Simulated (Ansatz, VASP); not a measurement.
# BN: VASP beside Ansatz

The input INCAR:

```
PREC = Accurate
ENCUT = 520
EDIFF = 1E-6
ISMEAR = 0
SIGMA = 0.05
LREAL = F
LASPH = T
NELM = 60
ALGO = Normal
ISIF = 2
LWAVE = F
LCHARG = F
GGA = PE
NBANDS = 26
```

The input KPOINTS:

```
Automatic mesh
0
Gamma
  6 6 10
```

File POSCAR:

```
BN
1.0
    4.3895000000      0.0000000000      0.0000000000
    0.0000000000      4.3895000000      0.0000000000
    0.0000000000      0.0000000000      2.8551000000
B N
4 4
Direct
    0.1742811368      0.8257188632      0.5000000000
    0.3257188632      0.3257188632      0.0000000000
    0.6742811368      0.6742811368      0.0000000000
    0.8257188632      0.1742811368      0.5000000000
    0.8126115048      0.8126115048      0.5000000000
    0.3126115048      0.6873884952      0.0000000000
    0.6873884952      0.3126115048      0.0000000000
    0.1873884952      0.1873884952      0.5000000000
```

Input for Ansatz:

```yaml
crystal:
  lattice:
    - [4.3895, 0.0, 0.0]
    - [0.0, 4.3895, 0.0]
    - [0.0, 0.0, 2.8551]
  atoms:
    - { symbol: B, position: [0.1742811368, 0.8257188632, 0.5] }
    - { symbol: B, position: [0.3257188632, 0.3257188632, 0.0] }
    - { symbol: B, position: [0.6742811368, 0.6742811368, 0.0] }
    - { symbol: B, position: [0.8257188632, 0.1742811368, 0.5] }
    - { symbol: "N", position: [0.8126115048, 0.8126115048, 0.5] }
    - { symbol: "N", position: [0.3126115048, 0.6873884952, 0.0] }
    - { symbol: "N", position: [0.6873884952, 0.3126115048, 0.0] }
    - { symbol: "N", position: [0.1873884952, 0.1873884952, 0.5] }
basis:
  ecutwfc: 520.0
kpoints:
  mp_grid: { grid: [6, 6, 10] }
hamiltonian:
  xc: pbe
  pseudopotentials: { kind: paw, azcp: { folder: soft_1 } }
scf:
  occupations: { method: gaussian, width: 0.05 }
output:
  forces: true
  stress: true
  eigenvalues: true
```

Alike in both runs: task single point; functional PBE; k mesh 6 × 6 × 10; occupations gaussian, width 0.05 eV; no spin polarisation.

|  | VASP | Ansatz |
| --- | --- | --- |
| version | VASP 6.6.1 | Ansatz 0.2.0 |
| potentials or method | VASP PAW PBE potentials, release 64 (B, N), cutoff 520 eV | scalar-relativistic, plane waves, PAW |
| valence electrons in the cell | 32 | 32 |

|  | VASP | Ansatz | Ansatz less VASP |
| --- | --- | --- | --- |
| gap on the k mesh at the Fermi level (eV) | 3.82 | 3.83 | +0.002 |
| least direct gap on the mesh (eV) | 3.82 | 3.83 | +0.002 |
| pressure (GPa) | -27.2 | -27.3 | -0.12 |
| traceless stress, the component that is largest in VASP (GPa) | -50.58 | -50.28 | +0.296 |
| rms of the force components (eV/Å) | 0.215 | 0.208 | -0.0071 |

Atom by atom the forces differ by 0.016 eV/Å (rms over components). The functional is the same, so the differences come from potentials, cutoffs and numerics.
